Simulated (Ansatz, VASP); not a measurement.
## SnPt2Se3 in VASP and in Ansatz

```
Sn Pt Se
1.0
     1.80963    1.04479   10.81653
    -1.80963    1.04479   10.81653
     0.00000   -2.08958   10.81653
Sn Pt Se
1 2 3
Direct
  0.50000 0.50000 0.50000
  0.77415 0.77415 0.77415
  0.22585 0.22585 0.22585
  0.00000 0.00000 0.00000
  0.39412 0.39412 0.39412
  0.60588 0.60588 0.60588
```

Change from the starting cell: species swapped into the NaCu3Te2 type (R-3m, No. 166).

Alike in both runs: functional PBE; k mesh 12 × 12 × 12; occupations gaussian, width 0.1 eV; no spin polarisation.

Ansatz relaxed the structure, and its values are those at the end. VASP's run is a single point on that final structure, the one shown.

```csv
,VASP,Ansatz
version,VASP 6.6.1,Ansatz 0.2.0
potentials or method,"VASP PAW PBE potentials, release 64 (Sn_d, Pt, Se), cutoff 520 eV","scalar-relativistic, plane waves, PAW"
valence electrons in the cell,52,98
```

```csv
,VASP,Ansatz,Ansatz less VASP
gap on the k mesh at the Fermi level (eV),none,none,-
pressure (GPa),0.0,0.0,+0.02
```

A gap of «none» marks a metal or a gap that the smearing closes. With one functional, cell and mesh, what is left measures potentials, basis and numerics. VASP's potentials hold 52 valence electrons a cell and Ansatz's 98, so a difference there can come from the potentials and not from the codes.

Spin-orbit coupling is off throughout.
